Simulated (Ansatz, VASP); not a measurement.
## BaS in VASP and in Ansatz

Contents of INCAR:

```
SYSTEM = BaS
ALGO = Normal
EDIFF = 1E-6
ENCUT = 520
GGA = PE
GGA_COMPAT = .False.
ISIF = 2
ISMEAR = 0
LASPH = .True.
LCHARG = .False.
LNONCOLLINEAR = .True.
LORBIT = 11
LORBMOM = .True.
LREAL = .False.
LSORBIT = .True.
LWAVE = .False.
MAGMOM = 0 0 0 0 0 0
NBANDS = 28
NELM = 150
PREC = Accurate
SIGMA = 0.05
```

The input KPOINTS:

```
k-points
0
Gamma
  6 6 6
  0 0 0
```

File POSCAR:

```
BaS
1.0
    0.0000000000      3.2086281686      3.2086281686
    3.2086281686      0.0000000000      3.2086281686
    3.2086281686      3.2086281686      0.0000000000
Ba S
1 1
Direct
    0.5000000000      0.5000000000      0.5000000000
    0.0000000000      0.0000000000      0.0000000000
```

Input for Ansatz:

```yaml
crystal:
  lattice:
    - [0.0, 3.2086281686, 3.2086281686]
    - [3.2086281686, 0.0, 3.2086281686]
    - [3.2086281686, 3.2086281686, 0.0]
  atoms:
    - { symbol: Ba, position: [0.5, 0.5, 0.5] }
    - { symbol: S, position: [0.0, 0.0, 0.0] }
basis:
  ecutwfc: 420
  ecutrho_ratio: 4
kpoints:
  mp_grid: { grid: [6, 6, 6] }
hamiltonian:
  xc: pbe
scf:
  occupations: { method: gaussian, width: 0.05 }
output:
  forces: true
  stress: true
  eigenvalues: true
  populations: true
magnetization:
  noncollinear: true
  spin_orbit: true
```

Alike in both runs: task single point; functional PBE; k mesh 6 × 6 × 6; occupations gaussian, width 0.05 eV; non-collinear spin, spin-orbit coupling.

|  | VASP | Ansatz |
| --- | --- | --- |
| version | VASP 6.6.1 | Ansatz 0.2.0 |
| potentials or method | VASP PAW PBE potentials, release 64 (Ba_sv, S), cutoff 520 eV | plane waves, PAW |
| valence electrons in the cell | 16 | 16 |

|  | VASP | Ansatz | Ansatz less VASP |
| --- | --- | --- | --- |
| pressure (GPa) | 0.8 | 0.2 | -0.56 |
| net moment per atom (μB) | 0.00 | 0.00 | 0.000 |
